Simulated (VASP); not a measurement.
A run of VASP 6.6.1 is set up as follows.

INCAR

```
SYSTEM = CdS
PREC     = Accurate       ! precision mode
ENCUT    = 500            ! plane-wave cutoff, eV
EDIFF    = 1E-6           ! SCF threshold, eV
ISMEAR   = -1             ! smearing method
SIGMA    = 0.05           ! smearing width, eV
LREAL    = .FALSE.        ! projectors in reciprocal space
LASPH    = .TRUE.         ! aspherical terms in the spheres
NELM     = 120            ! most SCF steps
ALGO     = Normal         ! electronic algorithm
ISIF     = 2              ! what is computed and relaxed
LWAVE    = .FALSE.        ! write WAVECAR
LCHARG   = .FALSE.        ! write CHGCAR
GGA      = PS             ! functional
NBANDS   = 16             ! bands
GGA_COMPAT= .FALSE.
```

Contents of KPOINTS:

```
Automatic mesh
0
G
  4 4 4
  0 0 0
```

The input POSCAR:

```
CdS
1.0
    3.8936750000      0.0000000000      0.0000000000
    1.9468375000      3.3720214641      0.0000000000
    1.9468375000      1.1240071547      3.1791723247
Cd S
1 1
Direct
    0.0000000000      0.0000000000      0.0000000000
    0.5000000000      0.5000000000      0.5000000000
```

Potentials or basis: VASP PAW PBE potentials, release 64 (Cd, S).

Run with:

```sh
$ cat potpaw_PBE.64/Cd/POTCAR potpaw_PBE.64/S/POTCAR > POTCAR
$ mpirun -np 1 vasp_std > vasp.out
```

**Question.** Predict the pressure.

**Answer.** -3.6 GPa.

**Question.** What does it give for the band gap on the k mesh?

**Answer.** 0.12 eV, indirect (least direct gap 1.41 eV).

Caveat: the k points lie up to 0.49 Å⁻¹ apart; the PAW data sets were made with another functional, which shifts forces and pressure a little. A k mesh can miss the band edges.
